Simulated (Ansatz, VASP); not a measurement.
Two plane-wave programs on GaN

File INCAR:

```
SYSTEM = GaN
ALGO     = Normal         ! electronic algorithm
EDIFF    = 1E-6           ! SCF threshold, eV
ENCUT    = 520            ! plane-wave cutoff, eV
GGA      = PE             ! functional
ISIF     = 2              ! what is computed and relaxed
ISMEAR   = 0              ! smearing method
LASPH    = .True.         ! aspherical terms in the spheres
LCHARG   = .False.        ! write CHGCAR
LREAL    = Auto         
LWAVE    = .False.        ! write WAVECAR
NBANDS   = 86             ! bands
NELM     = 100            ! most SCF steps
PREC     = Accurate       ! precision mode
SIGMA    = 0.01           ! smearing width, eV
```

KPOINTS

```
k-points
0
Gamma
  4 4 4
  0 0 0
```

Contents of POSCAR:

```
GaN
1.0
    0.0000000000      4.5484769843     -4.5484769843
    4.5484769843      4.5484769843      0.0000000000
    4.5484769843      0.0000000000     -4.5484769843
Ga N
8 8
Direct
    0.0000000000      0.0000000000      0.5000000000
    0.0000000000      0.5000000000      0.5000000000
    0.5000000000      0.0000000000      0.5000000000
    0.5000000000      0.5000000000      0.5000000000
    0.0000000000      0.0000000000      1.0000000000
    0.0000000000      0.5000000000      1.0000000000
    0.5000000000      0.0000000000      1.0000000000
    0.5000000000      0.5000000000      1.0000000000
    0.1250000000      0.1250000000      0.1250000000
    0.1250000000      0.6250000000      0.1250000000
    0.6250000000      0.1250000000      0.1250000000
    0.6250000000      0.6250000000      0.1250000000
    0.1250000000      0.1250000000      0.6250000000
    0.1250000000      0.6250000000      0.6250000000
    0.6250000000      0.1250000000      0.6250000000
    0.6250000000      0.6250000000      0.6250000000
```

Input for Ansatz:

```yaml
crystal:
  lattice:
    - [0.0, 4.5484769843, -4.5484769843]
    - [4.5484769843, 4.5484769843, 0.0]
    - [4.5484769843, 0.0, -4.5484769843]
  atoms:
    - { symbol: Ga, position: [0.0, 0.0, 0.5] }
    - { symbol: Ga, position: [0.0, 0.5, 0.5] }
    - { symbol: Ga, position: [0.5, 0.0, 0.5] }
    - { symbol: Ga, position: [0.5, 0.5, 0.5] }
    - { symbol: Ga, position: [0.0, 0.0, 1.0] }
    - { symbol: Ga, position: [0.0, 0.5, 1.0] }
    - { symbol: Ga, position: [0.5, 0.0, 1.0] }
    - { symbol: Ga, position: [0.5, 0.5, 1.0] }
    - { symbol: "N", position: [0.125, 0.125, 0.125] }
    - { symbol: "N", position: [0.125, 0.625, 0.125] }
    - { symbol: "N", position: [0.625, 0.125, 0.125] }
    - { symbol: "N", position: [0.625, 0.625, 0.125] }
    - { symbol: "N", position: [0.125, 0.125, 0.625] }
    - { symbol: "N", position: [0.125, 0.625, 0.625] }
    - { symbol: "N", position: [0.625, 0.125, 0.625] }
    - { symbol: "N", position: [0.625, 0.625, 0.625] }
basis:
  ecutwfc: 420
  xc_grid: 2
kpoints:
  mp_grid: { grid: [4, 4, 4], shift: [0.0, 0.0, 0.0] }
hamiltonian:
  xc: pbe
scf:
  occupations: { method: gaussian, width: 0.01 }
output:
  forces: true
  stress: true
  eigenvalues: true
  write_density: true
  write_potential: true
  elf: true
  volumetric_format: npy
```

Alike in both runs: task single point; functional PBE; k mesh 4 × 4 × 4; occupations gaussian, width 0.01 eV; no spin polarisation.

|  | VASP | Ansatz |
| --- | --- | --- |
| version | VASP 6.6.1 | Ansatz 0.2.0 |
| potentials or method | VASP PAW PBE potentials, release 64 (Ga_d, N), cutoff 520 eV | scalar-relativistic, plane waves, PAW |
| valence electrons in the cell | 144 | 144 |

Ansatz gave:

- gap on the k mesh at the Fermi level (eV): 1.54
- least direct gap on the mesh (eV): 1.54
- pressure (GPa): 0.0

Which values does VASP return?

gap on the k mesh at the Fermi level (eV): 1.55; least direct gap on the mesh (eV): 1.55; pressure (GPa): 0.0.
